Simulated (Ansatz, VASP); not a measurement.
**TiCo3 in VASP and in Ansatz**

Contents of INCAR:

```
SYSTEM = TiCo3
  ALGO = Normal
  EDIFF = 1E-7
  ENCUT = 520
  GGA = PS
  ISIF = 2
  ISMEAR = 0
  ISPIN = 2
  LASPH = .True.
  LCHARG = .False.
  LMAXMIX = 4
  LORBIT = 11
  LREAL = .False.
  LWAVE = .False.
  MAGMOM = 0 0.3 0.3 0.3
  NBANDS = 32
  NELM = 150
  PREC = Accurate
  SIGMA = 0.1
```

Contents of KPOINTS:

```
k-points
0
Gamma
  12 12 12
  0 0 0
```

File POSCAR:

```
TiCo3
1.0
    3.5282466705      0.0000000000      0.0000000000
    0.0000000000      3.5282466705      0.0000000000
    0.0000000000      0.0000000000      3.5282466705
Ti Co
1 3
Direct
    0.0000000000      0.0000000000      0.0000000000
    0.0000000000      0.5000000000      0.5000000000
    0.5000000000      0.0000000000      0.5000000000
    0.5000000000      0.5000000000      0.0000000000
```

Input for Ansatz:

```yaml
crystal:
  lattice:
    - [3.5282466705, 0.0, 0.0]
    - [0.0, 3.5282466705, 0.0]
    - [0.0, 0.0, 3.5282466705]
  atoms:
    - { symbol: Ti, position: [0.0, 0.0, 0.0] }
    - { symbol: Co, position: [0.0, 0.5, 0.5], spin: 0.3 }
    - { symbol: Co, position: [0.5, 0.0, 0.5], spin: 0.3 }
    - { symbol: Co, position: [0.5, 0.5, 0.0], spin: 0.3 }
basis:
  ecutwfc: 420
kpoints:
  mp_grid: { grid: [12, 12, 12] }
  band_path:
    path:
      - [[0.0, 0.0, 0.0], [0.0, 0.5, 0.0], [0.5, 0.5, 0.0], [0.0, 0.0, 0.0], [0.5, 0.5, 0.5], [0.0, 0.5, 0.0]]
      - [[0.5, 0.5, 0.5], [0.5, 0.5, 0.0]]
    npoints: 14
hamiltonian:
  xc: pbesol
scf:
  occupations: { method: gaussian, width: 0.1 }
  n_extra_bands: 10
output:
  forces: true
  stress: true
  eigenvalues: true
  populations: true
  dos: { projected: true, de: 0.02, nscf_kmesh: { grid: [18, 18, 18] } }
  bader: true
  write_density: true
  write_potential: true
  elf: true
  volumetric_format: npy
magnetization:
  spin_polarized: true
checkpoint:
  read: start.run
  write: ck
  compress: false
  write_wavefunctions: false
  write_every: 100000
```

Alike in both runs: task single point; functional PBEsol; k mesh 12 × 12 × 12; occupations gaussian, width 0.1 eV; collinear spin.

```csv
,VASP,Ansatz
version,VASP 6.6.1,Ansatz 0.2.0
potentials or method,"VASP PAW PBE potentials, release 64 (Ti_sv, Co), cutoff 520 eV","scalar-relativistic, plane waves, PAW"
valence electrons in the cell,39,63
```

|  | VASP | Ansatz | Ansatz less VASP |
| --- | --- | --- | --- |
| gap on the k mesh at the Fermi level (eV) | none | none | - |
| pressure (GPa) | -0.7 | 0.0 | +0.68 |
| net moment per atom (μB) | 0.17 | 0.17 | +0.002 |
| size of the moment on the site where the two differ most (μB) | 0.26 | 0.27 | +0.009 |

VASP's potentials were made for PBE, not for PBEsol. Site moments also hang on the region over which each program counts them. A gap of «none» marks a metal or a gap that the smearing closes. VASP's potentials hold 39 valence electrons a cell and Ansatz's 63, so a difference there can come from the potentials and not from the codes. Ansatz's warnings: stability check not made.
